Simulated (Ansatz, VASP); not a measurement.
**Two plane-wave programs on Si62C**

```
CELL_PARAMETERS angstrom
10.86000 0.00000 0.00000
0.00000 10.86000 0.00000
0.00000 0.00000 10.86000
ATOMIC_POSITIONS crystal
Si 0.49994 0.00213 0.00006
Si 0.62857 0.12969 0.11975
Si 0.75045 0.26014 0.99075
Si 0.87469 0.37531 0.12489
Si 0.74859 0.00066 0.25066
Si 0.88053 0.12361 0.37361
Si 0.00034 0.99978 0.99529
Si 0.12690 0.12310 0.11974
Si 0.25022 0.24966 0.99529
Si 0.37419 0.37555 0.12581
Si 0.50019 0.50091 0.99981
Si 0.62320 0.62680 0.12601
Si 0.74909 0.74981 0.99981
Si 0.87445 0.87581 0.12581
Si 0.25038 0.99962 0.24962
Si 0.38026 0.12310 0.37310
Si 0.50471 0.24966 0.24978
Si 0.63124 0.37518 0.38159
Si 0.74965 0.50035 0.25107
Si 0.87482 0.61876 0.38159
Si 0.50471 0.99978 0.49966
Si 0.63124 0.13159 0.62518
Si 0.76583 0.25172 0.50172
Si 0.74965 0.00107 0.75035
Si 0.87482 0.13159 0.86876
Si 0.98986 0.49955 0.99075
Si 0.12031 0.62143 0.11975
Si 0.24787 0.75006 0.00006
Si 0.37450 0.87550 0.12550
Si 0.00245 0.24755 0.24443
Si 0.12639 0.36947 0.37361
Si 0.24934 0.50141 0.25066
Si 0.38025 0.62143 0.37969
Si 0.49994 0.75006 0.25213
Si 0.62857 0.86975 0.37969
Si 0.00245 0.99443 0.49755
Si 0.12639 0.12361 0.61947
Si 0.25557 0.24755 0.49755
Si 0.37511 0.37531 0.62531
Si 0.50925 0.49955 0.51014
Si 0.63644 0.61356 0.65242
Si 0.75045 0.74075 0.51014
Si 0.87469 0.87489 0.62531
Si 0.24934 0.00066 0.75141
Si 0.38025 0.12969 0.87143
Si 0.50925 0.26014 0.74955
Si 0.63644 0.40242 0.86356
Si 0.84758 0.61356 0.86356
Si 0.00034 0.74529 0.24978
Si 0.12690 0.86974 0.37310
Si 0.99828 0.48417 0.50172
Si 0.11841 0.61876 0.62518
Si 0.25022 0.74529 0.49966
Si 0.37419 0.87581 0.62555
Si 0.99828 0.25172 0.73417
Si 0.11841 0.37518 0.86876
Si 0.24893 0.50035 0.75035
Si 0.37399 0.62680 0.87680
Si 0.50019 0.74981 0.75091
Si 0.62320 0.87601 0.87680
Si 0.98986 0.74075 0.74955
Si 0.12031 0.86975 0.87143
C 0.71217 0.53783 0.78783
```

Alike in both runs: functional PBEsol; k mesh 1 × 1 × 1; occupations fermi-dirac, width 0.02 eV; no spin polarisation.

Ansatz relaxed the structure, and its values are those at the end. VASP's run is a single point on that final structure, the one shown.

|  | VASP | Ansatz |
| --- | --- | --- |
| version | VASP 6.6.1 | Ansatz 0.2.0 |
| potentials or method | VASP PAW PBE potentials, release 64 (Si, C), cutoff 520 eV | scalar-relativistic, plane waves, PAW |
| valence electrons in the cell | 252 | 252 |

|  | VASP | Ansatz | Ansatz less VASP |
| --- | --- | --- | --- |
| rms of the force components (eV/Å) | 0.011 | 0.010 | -0.0013 |

VASP's potentials were made for PBE, not for PBEsol, and Ansatz warns of the same on its side.
